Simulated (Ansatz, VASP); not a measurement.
**Two plane-wave programs on CoO**

The input INCAR:

```
PREC     = Accurate       # precision mode
ENCUT    = 520            # plane-wave cutoff, eV
EDIFF    = 1E-7           # SCF threshold, eV
ISMEAR   = 0              # smearing method
SIGMA    = 0.1            # smearing width, eV
LREAL    = F              # projectors in reciprocal space
LASPH    = T              # aspherical terms in the spheres
NELM     = 150            # most SCF steps
ALGO     = Normal         # electronic algorithm
ISIF     = 2              # what is computed and relaxed
LWAVE    = F              # write WAVECAR
LCHARG   = F              # write CHGCAR
ISPIN    = 2              # spin polarisation
MAGMOM   = 0.5 0          # initial moments
LORBIT   = 11             # projections on sites
LMAXMIX  = 4              # l up to which the mixer works
GGA      = PS             # functional
NBANDS   = 18             # bands
```

The input KPOINTS:

```
Automatic mesh
0
Gamma
  16 16 16
```

The input POSCAR:

```
CoO
1.0
    0.0000000000      2.1744804960      2.1744804960
    2.1744804960      0.0000000000      2.1744804960
    2.1744804960      2.1744804960      0.0000000000
Co O
1 1
Direct
    0.0000000000      0.0000000000      0.0000000000
    0.2500000000      0.2500000000      0.2500000000
```

Input for Ansatz:

```yaml
crystal:
  lattice:
    - [0.0, 2.174480496, 2.174480496]
    - [2.174480496, 0.0, 2.174480496]
    - [2.174480496, 2.174480496, 0.0]
  atoms:
    - { symbol: Co, position: [0.0, 0.0, 0.0], spin: 0.5 }
    - { symbol: O, position: [0.25, 0.25, 0.25] }
basis:
  ecutwfc: 420
kpoints:
  mp_grid: { grid: [16, 16, 16] }
hamiltonian:
  xc: pbesol
scf:
  occupations: { method: gaussian, width: 0.1 }
  lower_state_search: "off"
output:
  forces: true
  stress: true
  eigenvalues: true
  populations: true
magnetization:
  spin_polarized: true
```

Alike in both runs: task single point; functional PBEsol; k mesh 16 × 16 × 16; occupations gaussian, width 0.1 eV; collinear spin.

|  | VASP | Ansatz |
| --- | --- | --- |
| version | VASP 6.6.1 | Ansatz 0.2.0 |
| potentials or method | VASP PAW PBE potentials, release 64 (Co, O), cutoff 520 eV | scalar-relativistic, plane waves, PAW |
| valence electrons in the cell | 15 | 23 |

Ansatz gave:

```
gap on the k mesh at the Fermi level (eV)                     : none
pressure (GPa)                                                : 0.0
net moment per atom (μB)                                      : 0.92
size of the moment on the site where the two differ most (μB) : 1.52
```

Which values does VASP return?

gap on the k mesh at the Fermi level (eV): none; pressure (GPa): -0.1; net moment per atom (μB): 0.91; size of the moment on the site where the two differ most (μB): 1.62.

VASP's potentials were made for PBE, not for PBEsol. Site moments also hang on the region over which each program counts them. A gap of «none» marks a metal or a gap that the smearing closes. VASP's potentials hold 15 valence electrons a cell and Ansatz's 23, so a difference there can come from the potentials and not from the codes.
